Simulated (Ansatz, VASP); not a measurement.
One calculation of P, two programs

The input INCAR:

```
PREC = Accurate
ENCUT = 600
EDIFF = 1E-7
ISMEAR = 0
SIGMA = 0.2
LREAL = F
LASPH = T
NELM = 80
ALGO = Normal
ISIF = 3
LWAVE = F
LCHARG = F
GGA = PE
IBRION = 2
NSW = 80
EDIFFG = -0.025
```

Contents of KPOINTS:

```
Automatic mesh
0
Gamma
  8 6 4
```

POSCAR

```
P
1.0
    1.3556979186     -2.2602700228      0.0063529610
   -3.9895327715     -2.2154901676      0.0276283820
    0.0197786170      0.0250585283     -4.9204986869
P
4
Direct
   -0.0060748848      0.0386956743      0.7247868897
    0.0671288794     -0.0315583446      0.2512927311
    0.4688187757      0.4927584622      0.7426230821
    0.4701272297      0.5001042081      0.2812972971
```

Input for Ansatz:

```yaml
crystal:
  lattice:
    - [1.3556979186, -2.2602700228, 0.006352961]
    - [-3.9895327715, -2.2154901676, 0.027628382]
    - [0.019778617, 0.0250585283, -4.9204986869]
  atoms:
    - { symbol: P, position: [-0.0060748848, 0.0386956743, 0.7247868897] }
    - { symbol: P, position: [0.0671288794, -0.0315583446, 0.2512927311] }
    - { symbol: P, position: [0.4688187757, 0.4927584622, 0.7426230821] }
    - { symbol: P, position: [0.4701272297, 0.5001042081, 0.2812972971] }
basis:
  ecutwfc: 420
kpoints:
  mp_grid: { grid: [8, 6, 4] }
hamiltonian:
  xc: pbe
scf:
  occupations: { method: gaussian, width: 0.2 }
  lower_state_search: "off"
output:
  forces: true
  stress: true
  eigenvalues: true
relax:
  adjacent_minimum: "off"
  f_tol: 0.025
  max_steps: 60
  cell: { stress_tol: 0.25 }
```

Change from the starting cell: cell x4, atoms moved at random (sigma 0.1 Å) and cell strained at random (1.5 %), then relaxed without symmetry.

Alike in both runs: task relaxation of cell and atoms; functional PBE; k mesh 8 × 6 × 4; occupations gaussian, width 0.2 eV; no spin polarisation.

```csv
,VASP,Ansatz
version,VASP 6.6.1,Ansatz 0.2.0
potentials or method,"VASP PAW PBE potentials, release 64 (P), cutoff 600 eV","scalar-relativistic, plane waves, PAW"
valence electrons in the cell,20,20
```

|  | VASP | Ansatz | Ansatz less VASP |
| --- | --- | --- | --- |
| gap on the k mesh at the Fermi level, each at its own relaxed structure (eV) | none | none | - |
| relaxed volume (Å³/atom) | 14.61 | 14.64 | +0.030 |
| relaxed cell length with the largest relative difference (Å) | 4.833 | 4.841 | +0.0079 |

A gap of «none» marks a metal or a gap that the smearing closes.
